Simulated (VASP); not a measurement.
Input of a VASP 6.6.1 run:

File INCAR:

```
ALGO = Normal ; EDIFF = 1E-6
EDIFFG = -0.03 ; ENCUT = 600
GGA = PE ; IBRION = 2
ISIF = 3 ; ISMEAR = 0
LASPH = True ; LCHARG = False
LREAL = False ; LWAVE = False
NELM = 100 ; NSW = 80
PREC = Accurate ; SIGMA = 0.05
```

The input KPOINTS:

```
k-points
0
Gamma
  8 8 6
```

File POSCAR:

```
HfB2
1.0
    3.1400000000      0.0000000000      0.0000000000
   -1.5700000000      2.7193197679      0.0000000000
    0.0000000000      0.0000000000      3.4800000000
Hf B
1 2
Direct
    0.0000000000      0.0000000000      0.0000000000
    0.3333333333      0.6666666667      0.5000000000
    0.6666666667      0.3333333333      0.5000000000
```

Potentials or basis: VASP PAW PBE potentials, release 64 (Hf_pv, B).

Launch:

```console
$ cat potpaw_PBE.64/Hf_pv/POTCAR potpaw_PBE.64/B/POTCAR > POTCAR
$ mpirun -np 1 vasp_std > vasp.out
```

(1) What does it give for the space group after relaxing (to 0.05 Å)?

(2) Estimate the relaxed volume.

Answers

(1) P6/mmm (No. 191).

(2) 9.94 Å³/atom.
